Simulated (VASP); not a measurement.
# Ca (P4/nmm) in VASP: single point with PBEsol

Aim: the single point of Ca with PBEsol.

All numbers are computed with VASP 6.6.1; they aren't measurements. Logs are shortened: lines on timing, memory, paths and dates and some standing lists are left out, and cuts for length are marked.

### Step 1. The cell of the first run

It takes space group P4/nmm (No. 129, tetragonal). The conventional cell has a = 4.071 Å, b = 4.071 Å, c = 8.941 Å, α = 90.00°, β = 90.00°, γ = 90.00°. Ca (site symmetry 4mm) has 8 Ca at 4.06 to 4.07 Å within 5.3 Å.

### Step 2. Single point, PBEsol

Input file INCAR:

```
ALGO = Normal ; EDIFF = 1E-6
ENCUT = 520 ; GGA = PS
ISIF = 2 ; ISMEAR = 1
LASPH = True ; LCHARG = True
LELF = True ; LREAL = False
LVHAR = True ; LWAVE = False
NBANDS = 17 ; NELM = 80
PREC = Accurate ; SIGMA = 0.05
```

Input file KPOINTS:

```
k-points
0
Gamma
  6 6 2
```

Input file POSCAR:

```
Ca
1.0
    4.0710000000      0.0000000000      0.0000000000
    0.0000000000      4.0710000000      0.0000000000
    0.0000000000      0.0000000000      8.9410000000
Ca
2
Direct
    0.0000000000      0.5000000000      0.1600000000
    0.5000000000      0.0000000000      0.8400000000
```

Potentials or basis: VASP PAW PBE potentials, release 64 (Ca_sv).

Started as:

```console
$ cat potpaw_PBE.64/Ca_sv/POTCAR > POTCAR
$ mpirun -np 1 vasp_std > vasp.out
```

OUTCAR:

```text
EDIFF = 1E-6
   ENCUT = 520
   GGA = PS
   ISIF = 2
   ISMEAR = 1
   LASPH = True
   LREAL = False
   NELM = 80
   PREC = Accurate

 ion  position               nearest neighbor table
   1  0.000  0.500  0.160-
   2  0.500  0.000  0.840-

  LATTYP: Found a simple tetragonal cell.
 ALAT       =     4.0710000000
 C/A-ratio  =     2.1962662736

  Lattice vectors:

 A1 = (   4.0710000000,   0.0000000000,   0.0000000000)
 A2 = (   0.0000000000,   4.0710000000,   0.0000000000)
 A3 = (   0.0000000000,   0.0000000000,   8.9410000000)

Analysis of symmetry for initial positions (statically):
=====================================================================
 Subroutine PRICEL returns:
 Original cell was already a primitive cell.

 Routine SETGRP: Setting up the symmetry group for a
 simple tetragonal supercell.

 Subroutine GETGRP returns: Found 16 space group operations
 (whereof  8 operations were pure point group operations)
 out of a pool of 16 trial point group operations.

The static configuration has the point symmetry D_2d.
 The point group associated with its full space group is D_4h.

Analysis of symmetry for dynamics (positions and initial velocities):
=====================================================================
 Subroutine PRICEL returns:
 Original cell was already a primitive cell.

 Routine SETGRP: Setting up the symmetry group for a
 simple tetragonal supercell.

 Subroutine GETGRP returns: Found 16 space group operations
 (whereof  8 operations were pure point group operations)
 out of a pool of 16 trial point group operations.

The dynamic configuration has the point symmetry D_2d.
 The point group associated with its full space group is D_4h.

 Subroutine INISYM returns: Found 16 space group operations
 (whereof  8 operations are pure point group operations),
 and found     1 'primitive' translations

----------------------------------------------------------------------------------------

                                     Primitive cell

  volume of cell :     148.1796

  direct lattice vectors                    reciprocal lattice vectors
     4.071000000  0.000000000  0.000000000     0.245639892  0.000000000  0.000000000
     0.000000000  4.071000000  0.000000000     0.000000000  0.245639892  0.000000000
     0.000000000  0.000000000  8.941000000     0.000000000  0.000000000  0.111844313

  length of vectors
     4.071000000  4.071000000  8.941000000     0.245639892  0.245639892  0.111844313

  position of ions in fractional coordinates (direct lattice)
     0.000000000  0.500000000  0.160000000
     0.500000000  0.000000000  0.840000000

  ion indices of the primitive-cell ions
   primitive index   ion index
                 1           1
                 2           2

----------------------------------------------------------------------------------------

 KPOINTS: k-points

Automatic generation of k-mesh.
 Grid dimensions read from file:
 generate k-points for:    6    6    2

 Generating k-lattice:

  Cartesian coordinates                     Fractional coordinates (reciprocal lattice)
     0.040939982  0.000000000  0.000000000     0.166666667  0.000000000  0.000000000
     0.000000000  0.040939982  0.000000000     0.000000000  0.166666667  0.000000000
     0.000000000  0.000000000  0.055922156     0.000000000  0.000000000  0.500000000

  Length of vectors
     0.040939982  0.040939982  0.055922156

  Shift w.r.t. Gamma in fractional coordinates (k-lattice)
     0.000000000  0.000000000  0.000000000

 Subroutine IBZKPT returns following result:
 ===========================================

 Found     20 irreducible k-points:

 Following reciprocal coordinates:
            Coordinates               Weight
  0.000000  0.000000  0.000000      1.000000
  0.166667  0.000000  0.000000      4.000000
  0.333333  0.000000  0.000000      4.000000
  0.500000  0.000000  0.000000      2.000000
  0.166667  0.166667  0.000000      4.000000
  0.333333  0.166667  0.000000      8.000000
[... 12 lines left out ...]
  0.500000  0.333333  0.500000      4.000000
  0.500000  0.500000  0.500000      1.000000
   k-points           NKPTS =     20   k-points in BZ     NKDIM =     20   number of bands    NBANDS=     17
   number of dos      NEDOS =    301   number of ions     NIONS =      2
   total plane-waves  NPLWV =  63000
   dimension x,y,z NGX =    30 NGY =   30 NGZ =   70
   dimension x,y,z NGXF=    60 NGYF=   60 NGZF=  140
   ions per type =               2
   NGX,Y,Z   is equivalent  to a cutoff of  12.25, 12.25, 13.02 a.u.
   NGXF,Y,Z  is equivalent  to a cutoff of  24.50, 24.50, 26.03 a.u.
 SYSTEM =  unknown system
   PREC   = accura    normal or accurate (medium, high low for compatibility)
   ISTART =      0    job   : 0-new  1-cont  2-samecut
   ICHARG =      2    charge: 1-file 2-atom 10-const
   ISPIN  =      1    spin polarized calculation?
   LNONCOLLINEAR =      F non collinear calculations
   LSORBIT =      F    spin-orbit coupling
   LASPH  =      T    aspherical Exc in radial PAW
   ENCUT  =  520.0 eV  38.22 Ry    6.18 a.u.   7.57  7.57 16.62*2*pi/ulx,y,z
   NELM   =     80;   NELMIN=  2; NELMDL= -5     # of ELM steps
   EDIFF  = 0.1E-05   stopping-criterion for ELM
   LREAL  =      F    real-space projection
   EDIFFG = 0.1E-04   stopping-criterion for IOM
   NSW    =      0    number of steps for IOM
   IBRION =     -1    ionic relax: 0-MD 1-quasi-New 2-CG
   NFREE  =      0    steps in history (QN), initial steepest desc. (CG)
   ISIF   =      2    stress and relaxation
   ISYM   =      2    0-nonsym 1-usesym 2-fastsym
   POTIM  = 0.5000    time-step for ionic-motion
   TEBEG  =    0.0;   TEEND  =   0.0 temperature during run
   PSTRESS=    0.0 pullay stress
   NELECT =      20.0000    total number of electrons
   NUPDOWN=      -1.0000    fix difference up-down
   EMIN   =  10.00;   EMAX   =-10.00  energy-range for DOS
   EFERMI =   0.00;   METHOD = LEGACY
   ISMEAR =     1;   SIGMA  =   0.05  broadening in eV -4-tet -1-fermi 0-gaus
   EFERMI_NEDOS =   21; number of points for ismear=-14 and -15
   IALGO  =     38    algorithm
   IMIX   =      4    mixing-type and parameters
     AMIX     =   0.40;   BMIX     =  1.00
     AMIX_MAG =   1.60;   BMIX_MAG =  1.00
  volume/ion in A,a.u.               =      74.09       499.98
  Fermi-wavevector in a.u.,A,eV,Ry     =   0.839760  1.586917  9.594795  0.705198
  Thomas-Fermi vector in A             =   1.954032
   LORBIT       =      0    0 simple, 1 ext, 2 COOP (PROOUT), +10 PAW based schemes
   GGA     = PS    functional components
   LHFCALC =     F    Hartree Fock is set to
   AEXX    =    0.0000 exact exchange contribution
   IVDW    =     0    specifies the selected vdW correction
   LEPSILON=     F    determine dielectric tensor
   LRPA    =     F    only Hartree local field effects (RPA)
 non-spin polarized calculation
 Methfessel and Paxton  Order N= 1 SIGMA  =   0.05
  energy-cutoff  :      520.00
  volume of cell :      148.18
 maximum number of plane-waves:      4028
   NGX = 15   NGY = 15   NGZ = 33

 number of electron      20.0000004 magnetization

 Free energy of the ion-electron system (eV)
  ---------------------------------------------------
  ext. energy  EPLUGINS =         0.00000000
  ---------------------------------------------------
  free energy    TOTEN  =        -3.24198901 eV

  energy without entropy =       -3.24296092  energy(sigma->0) =       -3.24231298

 E-fermi :   0.1159     XC(G=0):  -5.9645

 val. band max:        0.1024436467   @ k =   0.5000   0.5000   0.5000
 cond. band min:       0.1645782323   @ k =   0.3333   0.0000   0.0000
 fundamental gap:      0.0621345856
 Fermi energy:         0.1159226910

 k-point     1 :       0.0000    0.0000    0.0000
  band No.  band energies     occupation
      1     -42.5596      2.00000
      2     -42.5546      2.00000
      3     -23.6470      2.00000
      4     -23.6062      2.00000
      5     -23.5620      2.00000
      6     -23.5620      2.00000
[... 9 lines left out ...]
     16       2.1883      0.00000
     17       2.2097      0.00000

 k-point     2 :       0.1667    0.0000    0.0000
  band No.  band energies     occupation
      1     -42.5587      2.00000
      2     -42.5543      2.00000
      3     -23.6441      2.00000
      4     -23.6099      2.00000
      5     -23.5702      2.00000
      6     -23.5600      2.00000
[... 9 lines left out ...]
     16       2.2075      0.00000
     17       2.2182      0.00000

 k-point     3 :       0.3333    0.0000    0.0000
  band No.  band energies     occupation
      1     -42.5565      2.00000
      2     -42.5540      2.00000
      3     -23.6379      2.00000
      4     -23.6209      2.00000
      5     -23.5839      2.00000
      6     -23.5792      2.00000
[... 9 lines left out ...]
     16       2.1235      0.00000
     17       2.1773      0.00000

 k-point     4 :       0.5000    0.0000    0.0000
  band No.  band energies     occupation
      1     -42.5546      2.00000
      2     -42.5546      2.00000
      3     -23.6317      2.00000
      4     -23.6317      2.00000
      5     -23.5895      2.00000
      6     -23.5895      2.00000
[... 9 lines left out ...]
     16       2.1369      0.00000
     17       2.1369      0.00000
[... 263 lines left out ...]
      1     -42.5540      2.00000
      2     -42.5528      2.00000
      3     -23.6287      2.00000
      4     -23.6180      2.00000
      5     -23.5954      2.00000
      6     -23.5886      2.00000
[... 9 lines left out ...]
     16       1.8968      0.00000
     17       2.3143      0.00000

 k-point    19 :       0.5000    0.3333    0.5000
  band No.  band energies     occupation
      1     -42.5528      2.00000
      2     -42.5528      2.00000
      3     -23.6225      2.00000
      4     -23.6225      2.00000
      5     -23.5989      2.00000
      6     -23.5989      2.00000
[... 9 lines left out ...]
     16       1.9029      0.00000
     17       2.4387      0.00000

 k-point    20 :       0.5000    0.5000    0.5000
  band No.  band energies     occupation
      1     -42.5522      2.00000
      2     -42.5522      2.00000
      3     -23.6184      2.00000
      4     -23.6184      2.00000
      5     -23.6066      2.00000
      6     -23.6066      2.00000
[... 9 lines left out ...]
     16       2.1299      0.00000
     17       2.3135      0.00000

------------------------ aborting loop because EDIFF is reached ----------------------------------------

  FORCE on cell =-STRESS in cart. coord.  units (eV):
  Direction    XX          YY          ZZ          XY          YZ          ZX
  --------------------------------------------------------------------------------------
  -------------------------------------------------------------------------------------
  Total       -2.0502922     -2.0502922     -1.3495532      0.0000000      0.0000000      0.0000000
  in kB      -22.1685882    -22.1685882    -14.5919148      0.0000000      0.0000000      0.0000000
  external PRESSURE =     -19.6430304 kB  Pullay stress =       0.0000000 kB

 VOLUME and BASIS-vectors are now :
 -----------------------------------------------------------------------------
  energy-cutoff  :      520.00
  volume of cell :      148.18
      direct lattice vectors                 reciprocal lattice vectors
     4.071000000  0.000000000  0.000000000     0.245639892  0.000000000  0.000000000
     0.000000000  4.071000000  0.000000000     0.000000000  0.245639892  0.000000000
     0.000000000  0.000000000  8.941000000     0.000000000  0.000000000  0.111844313

 POSITION                                       TOTAL-FORCE (eV/Angst)
 -----------------------------------------------------------------------------------
      0.00000      2.03550      1.43056         0.000000      0.000000     -0.204061
      2.03550      0.00000      7.51044        -0.000000      0.000000      0.204061
 -----------------------------------------------------------------------------------
    total drift:                                0.000000      0.000000      0.000000

  FREE ENERGIE OF THE ION-ELECTRON SYSTEM (eV)
  ---------------------------------------------------
  free  energy   TOTEN  =        -3.2419890084 eV

  energy  without entropy=       -3.2429609187  energy(sigma->0) =       -3.24231298
```

It took 59 s on 1 thread of Intel Xeon 8259CL, shared host; peak memory 0.24 GiB.

What came out:

| Quantity | Value |
| --- | --- |
| Free energy | -3.2420 eV |
| Pressure | -2.0 GPa |
| Largest force | 0.204 eV/Å |
| Band gap on the k mesh | zero (bands 10 and 11 overlap by 0.39 eV) |

Forces in eV/Å, atoms in the order of the input:
```
Ca   0.000  0.000 -0.204
Ca   0.000  0.000  0.204
```

Stress tensor (GPa, compression positive):
```
-2.22  0.00  0.00
 0.00 -2.22  0.00
 0.00  0.00 -1.46
```

Caveat: the PAW data sets were made with another functional, which shifts forces and pressure a little.
